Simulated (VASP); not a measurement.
Runs of VASP 6.6.1 on PbS (Galena). The structure is that of space group Fm-3m (No. 225), or close to it. The cells are those of the table. 

```tsv
cell	gap on the mesh (eV)	pressure (GPa)
a = 4.166 Å, angles 60.0°, 2 atoms	0.18	0.3
a = 4.290 Å, angles 60.0°, 2 atoms	0.48	-4.2
a = 4.249 Å, angles 60.0°, 2 atoms	0.39	-3.0
a = 4.208 Å, angles 60.0°, 2 atoms	(b)	(a)
a = 4.123 Å, angles 60.0°, 2 atoms	0.05	2.3
```

Alike in all rows: task single point; level PBEsol; potentials or basis VASP PAW PBE potentials, release 64 (Pb_d, S); no spin polarisation; k mesh 6 × 6 × 6; cutoff (eV) 500; smearing gaussian 0.01 eV.

**Question.** Fill in the values left out.

**Answer.** (a) -1.5; (b) 0.29.

Caveats: the PAW data sets were made with another functional, which shifts forces and pressure a little; spin-orbit coupling is left out, which moves the levels of the heavy elements.

A k mesh can miss the band edges, and the runs leave out spin-orbit coupling on Pb.
